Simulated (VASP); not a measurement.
Wanted: the native input for a VASP 6.6.1 run.

```yaml
Task: single point
Functional: r2SCAN
Potentials_or_basis: VASP PAW PBE potentials, release 64 (Ti_sv, C)
Cutoff: 520 eV
k_mesh: 11 × 11 × 11
Occupations: fermi-dirac, width 0.05 eV
Spin: no spin polarisation
Dipole_correction: no
Further_INCAR_settings: ALGO = Normal; EDIFF = 1e-06; NBANDS = 15
```

Crystal: TiC.

```xyz
2
Lattice="0.0000 2.1215 2.1215 2.1215 0.0000 2.1215 2.1215 2.1215 0.0000" Properties=species:S:1:pos:R:3 pbc="T T T"
Ti    0.0000    0.0000    0.0000
C     2.1215    2.1215    2.1215
```

One way to write it, as run:

POSCAR

```
TiC
1.0
    0.0000000000      2.1215080947      2.1215080947
    2.1215080947      0.0000000000      2.1215080947
    2.1215080947      2.1215080947      0.0000000000
Ti C
1 1
Direct
    0.0000000000      0.0000000000      0.0000000000
    0.5000000000      0.5000000000      0.5000000000
```

INCAR.step1

```
  PREC = Accurate
  ENCUT = 520
  ISMEAR = -1
  SIGMA = 0.05
  LREAL = F
  LASPH = T
  NELM = 80
  NBANDS = 15
  GGA = PE
  ALGO = Normal
  EDIFF = 1E-4
  LWAVE = T
  LCHARG = F
```

INCAR.step2

```
  PREC = Accurate
  ENCUT = 520
  EDIFF = 1E-6
  ISMEAR = -1
  SIGMA = 0.05
  LREAL = F
  LASPH = T
  NELM = 80
  ALGO = Normal
  ISIF = 2
  LWAVE = F
  LCHARG = T
  METAGGA = R2SCAN
  LMIXTAU = T
  LELF = T
  LVHAR = T
  NBANDS = 15
  ISTART = 1
```

KPOINTS

```
regular mesh
0
Gamma
  11 11 11
```

Potentials or basis: VASP PAW PBE potentials, release 64 (Ti_sv, C).

Run with:

```console
$ cat potpaw_PBE.64/Ti_sv/POTCAR potpaw_PBE.64/C/POTCAR > POTCAR
$ cp INCAR.step1 INCAR
$ mpirun -np 1 vasp_std > vasp.out
$ cp INCAR.step2 INCAR
$ mpirun -np 1 vasp_std > vasp.out
```

Results of the run:

The pressure is 18.6 GPa and the band gap on the k mesh is zero (band 8 reaches 11.12 eV, above the bottom of band 9 at 9.76 eV).

Caveat: the PAW data sets were made with another functional, which shifts forces and pressure a little.

Run time: 36 s on 1 thread of AMD EPYC 7R13 (shared host), peak memory 0.15 GiB.
